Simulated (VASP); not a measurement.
# Ga (I4/mmm) in VASP: notebook

The runs below take Ga through relaxation of cell and atoms, single point, with PBEsol, LDA.

Program: VASP 6.6.1. These are calculated values, not measurements. Logs are shortened: lines on timing, memory, paths and dates and some standing lists are left out, and cuts for length are marked.

### 1 The cell of the first run

It takes space group I4/mmm (No. 139, tetragonal). The conventional cell has a = 2.769 Å, b = 2.769 Å, c = 4.622 Å, α = 90.00°, β = 90.00°, γ = 90.00°. Within 3.6 Å of Ga (site symmetry 4/mmm) lie 12 Ga at 2.77 to 3.03 Å.

### 2 Relaxation of cell and atoms, PBEsol, target pressure 5 GPa, at which the enthalpy is minimised

File INCAR:

```
SYSTEM = Ga
PREC = Accurate
ENCUT = 600
EDIFF = 1E-6
ISMEAR = -1
SIGMA = 0.05
LREAL = .False.
LASPH = .True.
NELM = 100
ALGO = Fast
ISIF = 3
LWAVE = .False.
LCHARG = .False.
GGA = PS
IBRION = 2
NSW = 60
EDIFFG = -0.01
PSTRESS = 50.0
```

File KPOINTS:

```
regular mesh
0
Gamma
  13 13 13
  0 0 0
```

File POSCAR:

```
Ga
1.0
   -1.3843987196      1.3843987196      2.3112238365
    1.3843987196     -1.3843987196      2.3112238365
    1.3843987196      1.3843987196     -2.3112238365
Ga
1
Direct
    0.0000000000      0.0000000000      0.0000000000
```

Potentials or basis: VASP PAW PBE potentials, release 64 (Ga_d).

Started as:

```console
$ cat potpaw_PBE.64/Ga_d/POTCAR > POTCAR
$ mpirun -np 1 vasp_std > vasp.out
```

OUTCAR:

```text
SYSTEM = Ga
   PREC = Accurate
   ENCUT = 600
   EDIFF = 1E-6
   ISMEAR = -1
   LREAL = .False.
   LASPH = .True.
   NELM = 100
   ISIF = 3
   GGA = PS
   IBRION = 2
   NSW = 60
   EDIFFG = -0.01
   PSTRESS = 50.0

 ion  position               nearest neighbor table
   1  0.000  0.000  0.000-

  LATTYP: Found a body centered tetragonal cell.
 ALAT       =     2.7687974392
 C/A-ratio  =     1.6694784557

  Lattice vectors:

 A1 = (  -1.3843987196,   1.3843987196,   2.3112238365)
 A2 = (   1.3843987196,  -1.3843987196,   2.3112238365)
 A3 = (   1.3843987196,   1.3843987196,  -2.3112238365)

Analysis of symmetry for initial positions (statically):
=====================================================================
 Subroutine PRICEL returns:
 Original cell was already a primitive cell.

 Routine SETGRP: Setting up the symmetry group for a
 body centered tetragonal supercell.

 Subroutine GETGRP returns: Found 16 space group operations
 (whereof 16 operations were pure point group operations)
 out of a pool of 16 trial point group operations.

The static configuration has the point symmetry D_4h.

Analysis of symmetry for dynamics (positions and initial velocities):
=====================================================================
 Subroutine PRICEL returns:
 Original cell was already a primitive cell.

 Routine SETGRP: Setting up the symmetry group for a
 body centered tetragonal supercell.

 Subroutine GETGRP returns: Found 16 space group operations
 (whereof 16 operations were pure point group operations)
 out of a pool of 16 trial point group operations.

The dynamic configuration has the point symmetry D_4h.

 Subroutine INISYM returns: Found 16 space group operations
 (whereof 16 operations are pure point group operations),
 and found     1 'primitive' translations

----------------------------------------------------------------------------------------

                                     Primitive cell

  volume of cell :      17.7184

  direct lattice vectors                    reciprocal lattice vectors
    -1.384398720  1.384398720  2.311223836     0.000000000  0.361167627  0.216335602
     1.384398720 -1.384398720  2.311223836     0.361167627  0.000000000  0.216335602
     1.384398720  1.384398720 -2.311223836     0.361167627  0.361167627  0.000000000

  length of vectors
     3.029005654  3.029005654  3.029005654     0.421002550  0.421002550  0.510768156

  position of ions in fractional coordinates (direct lattice)
     0.000000000  0.000000000  0.000000000

  ion indices of the primitive-cell ions
   primitive index   ion index
                 1           1

----------------------------------------------------------------------------------------

 KPOINTS: regular mesh

Automatic generation of k-mesh.
 Grid dimensions read from file:
 generate k-points for:   13   13   13

 Generating k-lattice:

  Cartesian coordinates                     Fractional coordinates (reciprocal lattice)
     0.000000000  0.027782125  0.016641200     0.076923077  0.000000000  0.000000000
     0.027782125  0.000000000  0.016641200     0.000000000  0.076923077  0.000000000
     0.027782125  0.027782125  0.000000000     0.000000000  0.000000000  0.076923077

  Length of vectors
     0.032384812  0.032384812  0.039289858

  Shift w.r.t. Gamma in fractional coordinates (k-lattice)
     0.000000000  0.000000000  0.000000000

 Subroutine IBZKPT returns following result:
 ===========================================

 Found    196 irreducible k-points:

 Following reciprocal coordinates:
            Coordinates               Weight
  0.000000  0.000000  0.000000      1.000000
  0.076923 -0.000000  0.000000      8.000000
  0.153846 -0.000000  0.000000      8.000000
  0.230769  0.000000  0.000000      8.000000
  0.307692 -0.000000  0.000000      8.000000
  0.384615  0.000000 -0.000000      8.000000
[... 16 lines left out ...]
  0.384615  0.153846  0.000000     16.000000
  0.461538  0.153846 -0.000000     16.000000
 [... further k-points ...]
   k-points           NKPTS =    196   k-points in BZ     NKDIM =    196   number of bands    NBANDS=     10
   number of dos      NEDOS =    301   number of ions     NIONS =      1
   total plane-waves  NPLWV =  13824
   dimension x,y,z NGX =    24 NGY =   24 NGZ =   24
   dimension x,y,z NGXF=    48 NGYF=   48 NGZF=   48
   ions per type =               1
   NGX,Y,Z   is equivalent  to a cutoff of  13.17, 13.17, 13.17 a.u.
   NGXF,Y,Z  is equivalent  to a cutoff of  26.34, 26.34, 26.34 a.u.
 SYSTEM =  Ga
   PREC   = accura    normal or accurate (medium, high low for compatibility)
   ISTART =      0    job   : 0-new  1-cont  2-samecut
   ICHARG =      2    charge: 1-file 2-atom 10-const
   ISPIN  =      1    spin polarized calculation?
   LNONCOLLINEAR =      F non collinear calculations
   LSORBIT =      F    spin-orbit coupling
   LASPH  =      T    aspherical Exc in radial PAW
   ENCUT  =  600.0 eV  44.10 Ry    6.64 a.u.   6.05  6.05  6.05*2*pi/ulx,y,z
   NELM   =    100;   NELMIN=  2; NELMDL= -5     # of ELM steps
   EDIFF  = 0.1E-05   stopping-criterion for ELM
   LREAL  =      F    real-space projection
   EDIFFG = -.1E-01   stopping-criterion for IOM
   NSW    =     60    number of steps for IOM
   IBRION =      2    ionic relax: 0-MD 1-quasi-New 2-CG
   NFREE  =      1    steps in history (QN), initial steepest desc. (CG)
   ISIF   =      3    stress and relaxation
   ISYM   =      2    0-nonsym 1-usesym 2-fastsym
   POTIM  = 0.5000    time-step for ionic-motion
   TEBEG  =    0.0;   TEEND  =   0.0 temperature during run
   PSTRESS=   50.0 pullay stress
   NELECT =      13.0000    total number of electrons
   NUPDOWN=      -1.0000    fix difference up-down
   EMIN   =  10.00;   EMAX   =-10.00  energy-range for DOS
   EFERMI =   0.00;   METHOD = LEGACY
   ISMEAR =    -1;   SIGMA  =   0.05  broadening in eV -4-tet -1-fermi 0-gaus
   EFERMI_NEDOS =   21; number of points for ismear=-14 and -15
   IALGO  =     68    algorithm
   IMIX   =      4    mixing-type and parameters
     AMIX     =   0.40;   BMIX     =  1.00
     AMIX_MAG =   1.60;   BMIX_MAG =  1.00
  volume/ion in A,a.u.               =      17.72       119.57
  Fermi-wavevector in a.u.,A,eV,Ry     =   1.476549  2.790273 29.663375  2.180197
  Thomas-Fermi vector in A             =   2.591062
   LORBIT       =      0    0 simple, 1 ext, 2 COOP (PROOUT), +10 PAW based schemes
   GGA     = PS    functional components
   LHFCALC =     F    Hartree Fock is set to
   AEXX    =    0.0000 exact exchange contribution
   IVDW    =     0    specifies the selected vdW correction
   LEPSILON=     F    determine dielectric tensor
   LRPA    =     F    only Hartree local field effects (RPA)
 conjugate gradient relaxation of ions
 non-spin polarized calculation
 RMM-DIIS sequential band-by-band and
  energy-cutoff  :      600.00
  volume of cell :       17.72
 maximum number of plane-waves:       622
   NGX = 13   NGY = 13   NGZ = 13

--------------------------------------- Ionic step        1  -------------------------------------------

 number of electron      12.9999997 magnetization

 Free energy of the ion-electron system (eV)
  ---------------------------------------------------
  ext. energy  EPLUGINS =         0.00000000
  ---------------------------------------------------
  free energy    TOTEN  =        -3.33745727 eV

  energy without entropy =       -3.33460645  energy(sigma->0) =       -3.33603186

------------------------ aborting loop because EDIFF is reached ----------------------------------------

  FORCE on cell =-STRESS in cart. coord.  units (eV):
  Direction    XX          YY          ZZ          XY          YZ          ZX
  --------------------------------------------------------------------------------------
  -------------------------------------------------------------------------------------
  Total       -0.0196149     -0.0196149     -0.0404379      0.0000000     -0.0000000      0.0000000
  in kB       -1.7736716     -1.7736716     -3.6565757      0.0000000     -0.0000000      0.0000000
  external PRESSURE =     -52.4013063 kB  Pullay stress =      50.0000000 kB
[... 90 lines left out ...]
  FREE ENERGIE OF THE ION-ELECTRON SYSTEM (eV)
  ---------------------------------------------------
  free  energy   TOTEN  =        -3.3203772552 eV

  energy  without entropy=       -3.3175256059  energy(sigma->0) =       -3.31895143

  enthalpy is  TOTEN    =        -2.8062939025 eV   P V=        0.5140833527

[... ionic steps 4 to 10 ...]

--------------------------------------- Ionic step       11  -------------------------------------------

 number of electron      13.0000006 magnetization

------------------------ aborting loop because EDIFF is reached ----------------------------------------

  FORCE on cell =-STRESS in cart. coord.  units (eV):
  Direction    XX          YY          ZZ          XY          YZ          ZX
  --------------------------------------------------------------------------------------
  -------------------------------------------------------------------------------------
  Total        0.4880020      0.4880020      0.4936738     -0.0000000     -0.0000000      0.0000000
  in kB       47.5130252     47.5130252     48.0652423     -0.0000000     -0.0000000      0.0000000
  external PRESSURE =      -2.3029024 kB  Pullay stress =      50.0000000 kB
[... 59 lines left out ...]
  enthalpy is  TOTEN    =        -2.8079954222 eV   P V=        0.5103048381

--------------------------------------- Ionic step       13  -------------------------------------------

 number of electron      13.0000006 magnetization

 Free energy of the ion-electron system (eV)
  ---------------------------------------------------
  ext. energy  EPLUGINS =         0.00000000
  ---------------------------------------------------
  free energy    TOTEN  =        -3.32003382 eV

  energy without entropy =       -3.31794318  energy(sigma->0) =       -3.31898850

 E-fermi :   6.7572     XC(G=0): -11.8711

 val. band max:        6.7556321491   @ k =   0.3846   0.2308   0.1538
 cond. band min:       6.7948300692   @ k =  -0.4615   0.4615   0.1538
 fundamental gap:      0.0391979201
 Fermi energy:         6.7571913990

 k-point     1 :       0.0000    0.0000    0.0000
  band No.  band energies     occupation
      1      -8.3493      2.00000
      2      -8.1615      2.00000
      3      -8.1615      2.00000
      4      -8.1591      2.00000
      5      -7.9672      2.00000
      6      -5.4075      2.00000
      7      20.6265      0.00000
      8      20.6265      0.00000
      9      20.6468      0.00000
     10      23.6874      0.00000
[... 287 lines left out ...]
 k-point    24 :       0.4615    0.1538   -0.0000
  band No.  band energies     occupation
      1      -8.3241      2.00000
      2      -8.2314      2.00000
      3      -8.1601      2.00000
      4      -8.0092      2.00000
      5      -7.8974      2.00000
      6       2.2935      2.00000
      7       2.8545      2.00000
      8      14.0021      0.00000
      9      15.2691      0.00000
     10      19.2419      0.00000

 [... further k-points ...]
[... 5 lines left out ...]
  --------------------------------------------------------------------------------------
  -------------------------------------------------------------------------------------
  Total        0.5041516      0.5041516      0.5089059     -0.0000000      0.0000000      0.0000000
  in kB       49.2354044     49.2354044     49.6997013     -0.0000000      0.0000000      0.0000000
  external PRESSURE =      -0.6098299 kB  Pullay stress =      50.0000000 kB
[... 16 lines left out ...]
  FREE ENERGIE OF THE ION-ELECTRON SYSTEM (eV)
  ---------------------------------------------------
  free  energy   TOTEN  =        -3.3200338172 eV

  energy  without entropy=       -3.3179431779  energy(sigma->0) =       -3.31898850

  enthalpy is  TOTEN    =        -2.8080530240 eV   P V=        0.5119807932

 reached required accuracy - stopping structural energy minimisation
```

Run time: 2.2 min. Hardware: 1 thread of Intel Xeon Platinum 8488C (Sapphire Rapids), shared host; peak memory 0.18 GiB.

Results:

```yaml
Free_energy: -3.3200 eV
Relaxed_volume: 16.41 Å³/atom
Relaxed_cell: a = 2.931 Å, b = 2.931 Å, c = 2.931 Å, α = 124.57°, β = 124.57°, γ = 82.26°
Space_group_after_relaxing_to_0.05_Å: I4/mmm (No. 139)
Energy_change_on_relaxing_the_enthalpy_is_what_falls: +17.4 meV/atom
Ionic_steps: 13
Pressure_after_relaxing: 4.9 GPa
```

The path:
| step | energy change (eV) | largest force (eV/Å) | pressure (GPa) | volume (Å³) |
| --- | --- | --- | --- | --- |
| 1 | 0.0000 | 0.0000 | -0.24 | 17.72 |
| 2 | 0.0240 | 0.0000 | 6.08 | 16.27 |
| 3 | 0.0171 | 0.0000 | 5.66 | 16.47 |
| 4 | 0.0134 | 0.0000 | 4.43 | 16.60 |
| 5 | 0.0151 | 0.0000 | 4.83 | 16.54 |
| 6 | 0.0157 | 0.0000 | 4.89 | 16.52 |
| 7 | 0.0157 | 0.0000 | 4.80 | 16.51 |
| 8 | 0.0156 | 0.0000 | 4.69 | 16.47 |
| 9 | 0.0199 | 0.0000 | 5.42 | 16.39 |
| 10 | 0.0161 | 0.0000 | 4.78 | 16.45 |
| 11 | 0.0159 | 0.0000 | 4.77 | 16.46 |
| 12 | 0.0192 | 0.0000 | 5.41 | 16.35 |
| 13 | 0.0174 | 0.0000 | 4.94 | 16.41 |

Final structure:
```yaml
crystal:
  lattice:
    - [-1.36307, 1.36307, 2.20749]
    - [1.36307, -1.36307, 2.20749]
    - [1.36307, 1.36307, -2.20749]
  atoms:
    - { symbol: Ga, position: [0.00000, 0.00000, 0.00000] }
```

Caveat: the cell is relaxed towards a set pressure, so the enthalpy falls and the energy may rise; the PAW data sets were made with another functional, which shifts forces and pressure a little.

(Part 1 of 2 ends here.)
